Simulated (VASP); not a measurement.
# Zr4HC4 in VASP: single point with PBEsol

Aim: the single point of Zr4HC4 with PBEsol.

Program: VASP 6.6.1. These are calculated values, not measurements. Logs are shortened: lines on timing, memory, paths and dates and some standing lists are left out, and cuts for length are marked.

### 1 The cell of the first run

The cell holds a slab with vacuum, 9 atoms: a = 3.302 Å, b = 3.302 Å, c = 26.004 Å, α = 90.00°, β = 90.00°, γ = 90.00°.

### 2 Single point, PBEsol

File INCAR:

```
SYSTEM = Zr4HC4
PREC = Accurate
ENCUT = 520
EDIFF = 1E-7
ISMEAR = 0
SIGMA = 0.1
LREAL = .False.
LASPH = .True.
NELM = 100
ALGO = Normal
ISIF = 2
LWAVE = .False.
LCHARG = .False.
LDIPOL = .True.
IDIPOL = 3
DIPOL = 0.5 0.5 0.481
GGA = PS
NBANDS = 42
```

File KPOINTS:

```
regular mesh
0
Gamma
  9 9 1
  0 0 0
```

File POSCAR:

```
Zr4HC4
1.0
    3.3015289951      0.0000000000      0.0000000000
    0.0000000000      3.3015289951      0.0000000000
    0.0000000000      0.0000000000     26.0036006222
Zr C H
4 4 1
Direct
    0.0000000000      0.0000000000      0.3268778091
    0.5000000000      0.5000000000      0.4166551279
    0.0000000000      0.0000000000      0.5044267779
    0.5000000000      0.5000000000      0.5895841641
    0.5000000000      0.5000000000      0.3268778091
    0.0000000000      0.0000000000      0.4166551279
    0.5000000000      0.5000000000      0.5073721460
    0.0000000000      0.0000000000      0.5974752432
    0.0000000000      0.0000000000      0.6412148820
```

Potentials or basis: VASP PAW PBE potentials, release 64 (Zr_sv, C, H).

Launch:

```console
$ cat potpaw_PBE.64/Zr_sv/POTCAR potpaw_PBE.64/C/POTCAR potpaw_PBE.64/H/POTCAR > POTCAR
$ mpirun -np 1 vasp_std > vasp.out
```

OUTCAR:

```text
SYSTEM = Zr4HC4
   PREC = Accurate
   ENCUT = 520
   EDIFF = 1E-7
   ISMEAR = 0
   LREAL = .False.
   LASPH = .True.
   NELM = 100
   ISIF = 2
   GGA = PS

 ion  position               nearest neighbor table
   1  0.000  0.000  0.327-   5 2.33   5 2.33   5 2.33   5 2.33   6 2.33   2 3.30   2 3.30   2 3.30
                             2 3.30
   2  0.500  0.500  0.417-   6 2.33   6 2.33   6 2.33   6 2.33   5 2.33   7 2.36   3 3.26   3 3.26
                             3 3.26   3 3.26   1 3.30   1 3.30   1 3.30   1 3.30
   3  0.000  0.000  0.504-   6 2.28   7 2.34   7 2.34   7 2.34   7 2.34   8 2.42   4 3.22   4 3.22
                             4 3.22   4 3.22   2 3.26   2 3.26   2 3.26   2 3.26
   4  0.500  0.500  0.590-   7 2.14   8 2.34   8 2.34   8 2.34   8 2.34   3 3.22   3 3.22   3 3.22
                             3 3.22
   5  0.500  0.500  0.327-   1 2.33   1 2.33   1 2.33   1 2.33   2 2.33
   6  0.000  0.000  0.417-   3 2.28   2 2.33   2 2.33   2 2.33   2 2.33   1 2.33
   7  0.500  0.500  0.507-   4 2.14   3 2.34   3 2.34   3 2.34   3 2.34   2 2.36
   8  0.000  0.000  0.597-   9 1.14   4 2.34   4 2.34   4 2.34   4 2.34   3 2.42
   9  0.000  0.000  0.641-   8 1.14

  LATTYP: Found a simple tetragonal cell.
 ALAT       =     3.3015289951
 C/A-ratio  =     7.8762296684

  Lattice vectors:

 A1 = (   3.3015289951,   0.0000000000,   0.0000000000)
 A2 = (   0.0000000000,   3.3015289951,   0.0000000000)
 A3 = (   0.0000000000,   0.0000000000,  26.0036006222)

Analysis of symmetry for initial positions (statically):
=====================================================================
 Subroutine PRICEL returns:
 Original cell was already a primitive cell.

 Routine SETGRP: Setting up the symmetry group for a
 simple tetragonal supercell.

 Subroutine GETGRP returns: Found  8 space group operations
 (whereof  8 operations were pure point group operations)
 out of a pool of 16 trial point group operations.

The static configuration has the point symmetry C_4v.

Analysis of symmetry for dynamics (positions and initial velocities):
=====================================================================
 Subroutine PRICEL returns:
 Original cell was already a primitive cell.

 Routine SETGRP: Setting up the symmetry group for a
 simple tetragonal supercell.

 Subroutine GETGRP returns: Found  8 space group operations
 (whereof  8 operations were pure point group operations)
 out of a pool of 16 trial point group operations.

The dynamic configuration has the point symmetry C_4v.

 Subroutine INISYM returns: Found  8 space group operations
 (whereof  8 operations are pure point group operations),
 and found     1 'primitive' translations

[... 115 lines left out ...]
   IALGO  =     38    algorithm
   IMIX   =      4    mixing-type and parameters
     AMIX     =   0.40;   BMIX     =  1.00
     AMIX_MAG =   1.60;   BMIX_MAG =  1.00
  volume/ion in A,a.u.               =      31.49       212.53
  Fermi-wavevector in a.u.,A,eV,Ry     =   1.002055  1.893609 13.661792  1.004113
  Thomas-Fermi vector in A             =   2.134517
   LORBIT       =      0    0 simple, 1 ext, 2 COOP (PROOUT), +10 PAW based schemes
   GGA     = PS    functional components
   LHFCALC =     F    Hartree Fock is set to
   AEXX    =    0.0000 exact exchange contribution
   IVDW    =     0    specifies the selected vdW correction
   LEPSILON=     F    determine dielectric tensor
   LRPA    =     F    only Hartree local field effects (RPA)
 non-spin polarized calculation
 Gauss-broadening in eV      SIGMA  =   0.10
  energy-cutoff  :      520.00
  volume of cell :      283.44
 maximum number of plane-waves:      7710
 NGX is ok and might be reduce to    28
   NGX = 13   NGY = 13   NGZ = 97

 dipolmoment           0.000000      0.000000      1.004916 electrons x Angstroem

 number of electron      64.9999998 magnetization

 dipolmoment           0.000000      0.000000     -0.118902 electrons x Angstroem

 Free energy of the ion-electron system (eV)
  ---------------------------------------------------
  ext. energy  EPLUGINS =         0.00000000
  ---------------------------------------------------
  free energy    TOTEN  =       -83.33324198 eV

  energy without entropy =      -83.31584851  energy(sigma->0) =      -83.32454525

 E-fermi :   1.9735     XC(G=0):  -5.1971

 val. band max:        1.9419502502   @ k =   0.4444   0.2222   0.0000
 cond. band min:       1.9824941440   @ k =   0.4444   0.3333   0.0000
 fundamental gap:      0.0405438938
 Fermi energy:         1.9735167866

 k-point     1 :       0.0000    0.0000    0.0000
  band No.  band energies     occupation
      1     -46.7540      2.00000
      2     -46.3579      2.00000
      3     -46.1344      2.00000
      4     -45.9914      2.00000
      5     -25.2221      2.00000
      6     -24.6643      2.00000
[... 664 lines left out ...]
     41       6.8991      0.00000
     42       6.9784      0.00000

------------------------ aborting loop because EDIFF is reached ----------------------------------------

 vacuum level on the upper side and lower side of the slab       (xc-potential included)        -0.973         0.960

  FORCE on cell =-STRESS in cart. coord.  units (eV):
  Direction    XX          YY          ZZ          XY          YZ          ZX
  --------------------------------------------------------------------------------------
  -------------------------------------------------------------------------------------
  Total       -0.6008485     -0.6008485     -1.7464425      0.0000000      0.0000000      0.0000000
  in kB       -3.3963452     -3.3963452     -9.8719092      0.0000000      0.0000000      0.0000000
  external PRESSURE =      -5.5548665 kB  Pullay stress =       0.0000000 kB

 VOLUME and BASIS-vectors are now :
 -----------------------------------------------------------------------------
  energy-cutoff  :      520.00
  volume of cell :      283.44
      direct lattice vectors                 reciprocal lattice vectors
     3.301528995  0.000000000  0.000000000     0.302889964  0.000000000  0.000000000
     0.000000000  3.301528995  0.000000000     0.000000000  0.302889964  0.000000000
     0.000000000  0.000000000 26.003600622     0.000000000  0.000000000  0.038456213

 POSITION                                       TOTAL-FORCE (eV/Angst)
 -----------------------------------------------------------------------------------
      0.00000      0.00000      8.50000         0.000000     -0.000000      1.393245
      1.65076      1.65076     10.83453        -0.000000      0.000000     -0.291968
      0.00000      0.00000     13.11691        -0.000000      0.000000      0.002116
      1.65076      1.65076     15.33131        -0.000000      0.000000      0.017675
      1.65076      1.65076      8.50000        -0.000000     -0.000000     -0.600233
      0.00000      0.00000     10.83453        -0.000000      0.000000     -0.531913
      1.65076      1.65076     13.19350        -0.000000      0.000000     -0.000407
      0.00000      0.00000     15.53651        -0.000000     -0.000000     -0.017323
      0.00000      0.00000     16.67390        -0.000000      0.000000      0.028808
 -----------------------------------------------------------------------------------
    total drift:                                0.000000      0.000000      0.000391

  FREE ENERGIE OF THE ION-ELECTRON SYSTEM (eV)
  ---------------------------------------------------
  free  energy   TOTEN  =       -83.3332419830 eV

  energy  without entropy=      -83.3158485090  energy(sigma->0) =      -83.32454525

 vacuum level on the upper side and lower side of the slab         3.754         5.728
```

OSZICAR:

```text
N       E                     dE             d eps       ncg     rms          rms(c)
DAV:   1     0.663539515909E+03    0.66354E+03   -0.32487E+04  1404   0.136E+03
DAV:   2    -0.305851450222E+02   -0.69412E+03   -0.67320E+03  1542   0.405E+02
DAV:   3    -0.936248874721E+02   -0.63040E+02   -0.62060E+02  1932   0.101E+02
[... 24 lines left out ...]
DAV:  28    -0.833332270013E+02   -0.11532E-04   -0.61735E-07  1322   0.172E-03    0.942E-04
DAV:  29    -0.833332387779E+02   -0.11777E-04   -0.10690E-06  1210   0.199E-03    0.671E-04
DAV:  30    -0.833332407085E+02   -0.19306E-05   -0.10821E-07  1180   0.112E-03    0.398E-04
DAV:  31    -0.833332416706E+02   -0.96217E-06   -0.56881E-08  1092   0.821E-04    0.227E-04
DAV:  32    -0.833332419057E+02   -0.23508E-06   -0.24933E-08  1056   0.738E-04    0.121E-04
DAV:  33    -0.833332419830E+02   -0.77265E-07   -0.98389E-09   976   0.334E-04
   1 F= -.83333242E+02 E0= -.83324545E+02  d E =-.173935E-01
```

It took 10 min on 1 thread of Intel Xeon Platinum 8259CL at 2.50GHz (Skylake/Cascade Lake), shared host; peak memory 0.48 GiB.

Results:

```yaml
Free_energy: -83.3332 eV
Largest_force: 1.393 eV/Å
```

Forces on the atoms (eV/Å):
```
Zr   0.000  0.000  1.393
Zr   0.000  0.000 -0.292
Zr   0.000  0.000  0.002
Zr   0.000  0.000  0.018
C    0.000  0.000 -0.600
C    0.000  0.000 -0.532
C    0.000  0.000  0.000
C    0.000  0.000 -0.017
H    0.000  0.000  0.029
```

Caveat: the PAW data sets were made with another functional, which shifts forces and pressure a little.
